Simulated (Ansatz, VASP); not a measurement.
## Two plane-wave programs on KTaO3

File INCAR:

```
SYSTEM = KTaO3
PREC = Accurate ; ENCUT = 600
EDIFF = 1E-7 ; ISMEAR = 0
SIGMA = 0.1 ; LREAL = .FALSE.
LASPH = .TRUE. ; NELM = 60
ALGO = Normal ; ISIF = 3
LWAVE = .FALSE. ; LCHARG = .FALSE.
GGA = PE ; IBRION = 2
NSW = 90 ; EDIFFG = -0.04
```

Contents of KPOINTS:

```
Automatic mesh
0
G
  4 4 4
  0 0 0
```

The input POSCAR:

```
KTaO3
1.0
    3.9883000900      0.0000000000      0.0000000000
    0.0000000000      3.9883000900      0.0000000000
    0.0000000000      0.0000000000      3.9883000900
K Ta O
1 1 3
Direct
    0.5000000000      0.5000000000      0.5000000000
    0.0000000000      0.0000000000      0.0000000000
    0.5000000000      0.0000000000      0.0000000000
    0.0000000000      0.5000000000      0.0000000000
    0.0000000000      0.0000000000      0.5000000000
```

Input for Ansatz:

```yaml
crystal:
  lattice:
    - [3.98830009, 0.0, 0.0]
    - [0.0, 3.98830009, 0.0]
    - [0.0, 0.0, 3.98830009]
  atoms:
    - { symbol: K, position: [0.5, 0.5, 0.5] }
    - { symbol: Ta, position: [0.0, 0.0, 0.0] }
    - { symbol: O, position: [0.5, 0.0, 0.0] }
    - { symbol: O, position: [0.0, 0.5, 0.0] }
    - { symbol: O, position: [0.0, 0.0, 0.5] }
basis:
  ecutwfc: 420
kpoints:
  mp_grid: { grid: [4, 4, 4] }
hamiltonian:
  xc: pbe
scf:
  occupations: { method: gaussian, width: 0.1 }
  lower_state_search: "off"
output:
  forces: true
  stress: true
  eigenvalues: true
relax:
  adjacent_minimum: "off"
  f_tol: 0.04
  max_steps: 70
  cell: { stress_tol: 0.4 }
```

Alike in both runs: task relaxation of cell and atoms; functional PBE; k mesh 4 × 4 × 4; occupations gaussian, width 0.1 eV; no spin polarisation.

|  | VASP | Ansatz |
| --- | --- | --- |
| version | VASP 6.6.1 | Ansatz 0.2.0 |
| potentials or method | VASP PAW PBE potentials, release 64 (K_sv, Ta_pv, O), cutoff 600 eV | scalar-relativistic, plane waves, PAW |
| valence electrons in the cell | 38 | 40 |

```csv
,VASP,Ansatz,Ansatz less VASP
"gap on the k mesh at the Fermi level, each at its own relaxed structure (eV)",2.09,2.15,+0.052
relaxed volume (Å³/atom),13.07,13.03,-0.042
relaxed cell length with the largest relative difference (Å),4.028,4.024,-0.0043
```

VASP's potentials hold 38 valence electrons a cell and Ansatz's 40, so a difference there can come from the potentials and not from the codes.

Neither program's run includes spin-orbit coupling.
